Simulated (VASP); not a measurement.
# Os (P6_3/mmc) in VASP: a series of runs

Os is run at these levels: LDA; tasks: single point.

All numbers are computed with VASP 6.6.1; they aren't measurements. Logs are shortened: lines on timing, memory, paths and dates and some standing lists are left out, and cuts for length are marked.

### 1 The cell of the first run

It takes space group P6_3/mmc (No. 194, hexagonal). Conventional cell: a = 2.718 Å, b = 2.718 Å, c = 4.284 Å, α = 90.00°, β = 90.00°, γ = 120.00°. Within 3.5 Å of Os (site symmetry -6m2) lie 12 Os at 2.66 to 2.72 Å.

### 2 Single point, LDA

Input file INCAR:

```
SYSTEM = Os
  ALGO = Normal
  EDIFF = 1E-7
  ENCUT = 520
  GGA = CA
  ISIF = 2
  ISMEAR = -1
  LASPH = .True.
  LCHARG = .False.
  LREAL = .False.
  LWAVE = .False.
  NBANDS = 15
  NELM = 100
  PREC = Accurate
  SIGMA = 0.1
```

Input file KPOINTS:

```
k-points
0
Gamma
  13 13 8
  0 0 0
```

Input file POSCAR:

```
Os
1.0
    2.7175247593      0.0000000000      0.0000000000
   -1.3587623796      2.3534454770      0.0000000000
    0.0000000000      0.0000000000      4.2844606214
Os
2
Direct
    0.3333333333      0.6666666667      0.2500000000
    0.6666666667      0.3333333333      0.7500000000
```

Potentials or basis: VASP PAW LDA potentials, release 64 (Os).

Started as:

```
> cat potpaw_LDA.64/Os/POTCAR > POTCAR
> mpirun -np 1 vasp_std > vasp.out
```

OUTCAR:

```text
SYSTEM = Os
   EDIFF = 1E-7
   ENCUT = 520
   GGA = CA
   ISIF = 2
   ISMEAR = -1
   LASPH = .True.
   LREAL = .False.
   NELM = 100
   PREC = Accurate

 ion  position               nearest neighbor table
   1  0.333  0.667  0.250-   2 2.66   2 2.66   2 2.66   2 2.66   2 2.66   2 2.66
   2  0.667  0.333  0.750-   1 2.66   1 2.66   1 2.66   1 2.66   1 2.66   1 2.66

  LATTYP: Found a hexagonal cell.
 ALAT       =     2.7175247593
 C/A-ratio  =     1.5766040794

  Lattice vectors:

 A1 = (   2.7175247593,   0.0000000000,   0.0000000000)
 A2 = (  -1.3587623796,   2.3534454770,   0.0000000000)
 A3 = (   0.0000000000,   0.0000000000,   4.2844606214)

Analysis of symmetry for initial positions (statically):
=====================================================================
 Subroutine PRICEL returns:
 Original cell was already a primitive cell.

 Routine SETGRP: Setting up the symmetry group for a
 hexagonal supercell.

 Subroutine GETGRP returns: Found 24 space group operations
 (whereof 12 operations were pure point group operations)
 out of a pool of 24 trial point group operations.

The static configuration has the point symmetry D_3d.
 The point group associated with its full space group is D_6h.

Analysis of symmetry for dynamics (positions and initial velocities):
=====================================================================
 Subroutine PRICEL returns:
 Original cell was already a primitive cell.

 Routine SETGRP: Setting up the symmetry group for a
 hexagonal supercell.

 Subroutine GETGRP returns: Found 24 space group operations
 (whereof 12 operations were pure point group operations)
 out of a pool of 24 trial point group operations.

The dynamic configuration has the point symmetry D_3d.
 The point group associated with its full space group is D_6h.

 Subroutine INISYM returns: Found 24 space group operations
 (whereof 12 operations are pure point group operations),
 and found     1 'primitive' translations

----------------------------------------------------------------------------------------

                                     Primitive cell

  volume of cell :      27.4015

  direct lattice vectors                    reciprocal lattice vectors
     2.717524759  0.000000000  0.000000000     0.367981928  0.212454465  0.000000000
    -1.358762380  2.353445477  0.000000000     0.000000000  0.424908930  0.000000000
     0.000000000  0.000000000  4.284460621     0.000000000  0.000000000  0.233401608

  length of vectors
     2.717524759  2.717524759  4.284460621     0.424908930  0.424908930  0.233401608

  position of ions in fractional coordinates (direct lattice)
     0.333333333  0.666666667  0.250000000
     0.666666667  0.333333333  0.750000000

  ion indices of the primitive-cell ions
   primitive index   ion index
                 1           1
                 2           2

----------------------------------------------------------------------------------------

 KPOINTS: k-points

Automatic generation of k-mesh.
 Grid dimensions read from file:
 generate k-points for:   13   13    8

 Generating k-lattice:

  Cartesian coordinates                     Fractional coordinates (reciprocal lattice)
     0.028306302  0.016342651  0.000000000     0.076923077  0.000000000  0.000000000
     0.000000000  0.032685302  0.000000000     0.000000000  0.076923077  0.000000000
     0.000000000  0.000000000  0.029175201     0.000000000  0.000000000  0.125000000

  Length of vectors
     0.032685302  0.032685302  0.029175201

  Shift w.r.t. Gamma in fractional coordinates (k-lattice)
     0.000000000  0.000000000  0.000000000

 Subroutine IBZKPT returns following result:
 ===========================================

 Found    105 irreducible k-points:

 Following reciprocal coordinates:
            Coordinates               Weight
  0.000000  0.000000  0.000000      1.000000
  0.076923  0.000000  0.000000      6.000000
  0.153846 -0.000000  0.000000      6.000000
  0.230769 -0.000000  0.000000      6.000000
  0.307692 -0.000000  0.000000      6.000000
  0.384615 -0.000000  0.000000      6.000000
[... 16 lines left out ...]
  0.076923  0.000000  0.125000     12.000000
  0.153846 -0.000000  0.125000     12.000000
 [... further k-points ...]
   k-points           NKPTS =    105   k-points in BZ     NKDIM =    105   number of bands    NBANDS=     15
   number of dos      NEDOS =    301   number of ions     NIONS =      2
   total plane-waves  NPLWV =  12800
   dimension x,y,z NGX =    20 NGY =   20 NGZ =   32
   dimension x,y,z NGXF=    40 NGYF=   40 NGZF=   64
   ions per type =               2
   NGX,Y,Z   is equivalent  to a cutoff of  12.24, 12.24, 12.42 a.u.
   NGXF,Y,Z  is equivalent  to a cutoff of  24.47, 24.47, 24.83 a.u.
 SYSTEM =  Os
   PREC   = accura    normal or accurate (medium, high low for compatibility)
   ISTART =      0    job   : 0-new  1-cont  2-samecut
   ICHARG =      2    charge: 1-file 2-atom 10-const
   ISPIN  =      1    spin polarized calculation?
   LNONCOLLINEAR =      F non collinear calculations
   LSORBIT =      F    spin-orbit coupling
   LASPH  =      T    aspherical Exc in radial PAW
   ENCUT  =  520.0 eV  38.22 Ry    6.18 a.u.   5.05  5.05  7.97*2*pi/ulx,y,z
   NELM   =    100;   NELMIN=  2; NELMDL= -5     # of ELM steps
   EDIFF  = 0.1E-06   stopping-criterion for ELM
   LREAL  =      F    real-space projection
   EDIFFG = 0.1E-05   stopping-criterion for IOM
   NSW    =      0    number of steps for IOM
   IBRION =     -1    ionic relax: 0-MD 1-quasi-New 2-CG
   NFREE  =      0    steps in history (QN), initial steepest desc. (CG)
   ISIF   =      2    stress and relaxation
   ISYM   =      2    0-nonsym 1-usesym 2-fastsym
   POTIM  = 0.5000    time-step for ionic-motion
   TEBEG  =    0.0;   TEEND  =   0.0 temperature during run
   PSTRESS=    0.0 pullay stress
   NELECT =      16.0000    total number of electrons
   NUPDOWN=      -1.0000    fix difference up-down
   EMIN   =  10.00;   EMAX   =-10.00  energy-range for DOS
   EFERMI =   0.00;   METHOD = LEGACY
   ISMEAR =    -1;   SIGMA  =   0.10  broadening in eV -4-tet -1-fermi 0-gaus
   EFERMI_NEDOS =   21; number of points for ismear=-14 and -15
   IALGO  =     38    algorithm
   IMIX   =      4    mixing-type and parameters
     AMIX     =   0.40;   BMIX     =  1.00
     AMIX_MAG =   1.60;   BMIX_MAG =  1.00
  volume/ion in A,a.u.               =      13.70        92.46
  Fermi-wavevector in a.u.,A,eV,Ry     =   1.368328  2.585765 25.474482  1.872322
  Thomas-Fermi vector in A             =   2.494302
   LORBIT       =      0    0 simple, 1 ext, 2 COOP (PROOUT), +10 PAW based schemes
   GGA     = CA    functional components
   LHFCALC =     F    Hartree Fock is set to
   AEXX    =    0.0000 exact exchange contribution
   IVDW    =     0    specifies the selected vdW correction
   LEPSILON=     F    determine dielectric tensor
   LRPA    =     F    only Hartree local field effects (RPA)
 non-spin polarized calculation
  energy-cutoff  :      520.00
  volume of cell :       27.40
 maximum number of plane-waves:       756
   NGX = 11   NGY = 11   NGZ = 15

 number of electron      15.9999998 magnetization

 Free energy of the ion-electron system (eV)
  ---------------------------------------------------
  ext. energy  EPLUGINS =         0.00000000
  ---------------------------------------------------
  free energy    TOTEN  =       -25.32734519 eV

  energy without entropy =      -25.28875530  energy(sigma->0) =      -25.30805024

 E-fermi :   9.7637     XC(G=0): -14.2977

 val. band max:        9.7548103077   @ k =   0.3077   0.0769   0.2500
 cond. band min:       9.7711777317   @ k =   0.1538   0.0769   0.3750
 fundamental gap:      0.0163674240
 Fermi energy:         9.7636533637

 k-point     1 :       0.0000    0.0000    0.0000
  band No.  band energies     occupation
      1      -1.3402      2.00000
      2       1.7520      2.00000
      3       6.5446      2.00000
      4       6.5446      2.00000
      5       6.8301      2.00000
      6       7.4190      2.00000
      7       7.4190      2.00000
      8       8.0714      2.00000
      9       8.0714      2.00000
     10       9.8879      0.44795
     11      11.4412      0.00000
     12      11.4412      0.00000
     13      19.0666      0.00000
     14      23.8144      0.00000
     15      26.5844      0.00000

 k-point     2 :       0.0769    0.0000    0.0000
  band No.  band energies     occupation
      1      -1.0954      2.00000
      2       1.9677      2.00000
      3       6.0925      2.00000
      4       6.7611      2.00000
      5       7.1972      2.00000
      6       7.2997      2.00000
      7       7.6213      2.00000
      8       7.7539      2.00000
      9       7.8977      2.00000
     10       8.9052      1.99963
     11      11.5639      0.00000
     12      12.8071      0.00000
     13      19.0501      0.00000
     14      24.3222      0.00000
     15      26.8993      0.00000

 k-point     3 :       0.1538   -0.0000    0.0000
  band No.  band energies     occupation
      1      -0.4025      2.00000
      2       2.5202      2.00000
      3       5.4980      2.00000
      4       6.6149      2.00000
      5       6.8957      2.00000
      6       7.3946      2.00000
      7       7.4790      2.00000
      8       7.8453      2.00000
      9       8.2101      2.00000
     10       8.2191      2.00000
     11      11.8384      0.00000
     12      14.8552      0.00000
     13      18.9357      0.00000
     14      25.5049      0.00000
     15      27.4522      0.00000
[... 343 lines left out ...]
 k-point    23 :       0.0769    0.0000    0.1250
  band No.  band energies     occupation
      1      -0.9000      2.00000
      2       2.0047      2.00000
      3       6.0673      2.00000
      4       6.6070      2.00000
      5       6.8851      2.00000
      6       7.0235      2.00000
      7       7.4740      2.00000
      8       8.1732      2.00000
      9       8.2516      2.00000
     10       8.6825      1.99996
     11      11.5716      0.00000
     12      12.4723      0.00000
     13      19.9744      0.00000
     14      23.9384      0.00000
     15      27.3937      0.00000

 k-point    24 :       0.1538   -0.0000    0.1250
  band No.  band energies     occupation
      1      -0.2232      2.00000
      2       2.5754      2.00000
      3       5.5245      2.00000
      4       6.1891      2.00000
      5       6.7905      2.00000
      6       7.0266      2.00000
      7       7.7629      2.00000
      8       7.8912      2.00000
      9       8.2224      2.00000
     10       8.5468      1.99999
     11      11.8028      0.00000
     12      14.1590      0.00000
     13      19.9532      0.00000
     14      25.1838      0.00000
     15      27.2921      0.00000

 [... further k-points ...]
[... 5 lines left out ...]
  --------------------------------------------------------------------------------------
  -------------------------------------------------------------------------------------
  Total        0.2331234      0.2331234      0.0818734      0.0000000     -0.0000000      0.0000000
  in kB       13.6308381     13.6308381      4.7871799      0.0000000     -0.0000000      0.0000000
  external PRESSURE =      10.6829520 kB  Pullay stress =       0.0000000 kB

 VOLUME and BASIS-vectors are now :
 -----------------------------------------------------------------------------
  energy-cutoff  :      520.00
  volume of cell :       27.40
      direct lattice vectors                 reciprocal lattice vectors
     2.717524759  0.000000000  0.000000000     0.367981928  0.212454465  0.000000000
    -1.358762380  2.353445477  0.000000000     0.000000000  0.424908930  0.000000000
     0.000000000  0.000000000  4.284460621     0.000000000  0.000000000  0.233401608

 POSITION                                       TOTAL-FORCE (eV/Angst)
 -----------------------------------------------------------------------------------
     -0.00000      1.56896      1.07112        -0.000000      0.000000      0.000000
      1.35876      0.78448      3.21335         0.000000     -0.000000      0.000000
 -----------------------------------------------------------------------------------
    total drift:                               -0.000000      0.000000     -0.000000

  FREE ENERGIE OF THE ION-ELECTRON SYSTEM (eV)
  ---------------------------------------------------
  free  energy   TOTEN  =       -25.3273451906 eV

  energy  without entropy=      -25.2887552993  energy(sigma->0) =      -25.30805024
```

It took 19 s on 1 thread of Intel Xeon 6975P-C, shared host; peak memory 0.15 GiB.

Results:

```
Free energy            : -25.3273 eV
Pressure               : 1.1 GPa
Band gap on the k mesh : zero (band 8 reaches 11.84 eV, above the bottom of band 9 at 7.90 eV)
```

Caveat: spin-orbit coupling is left out, which moves the levels of the heavy elements.

(Part 1 of 2 ends here.)
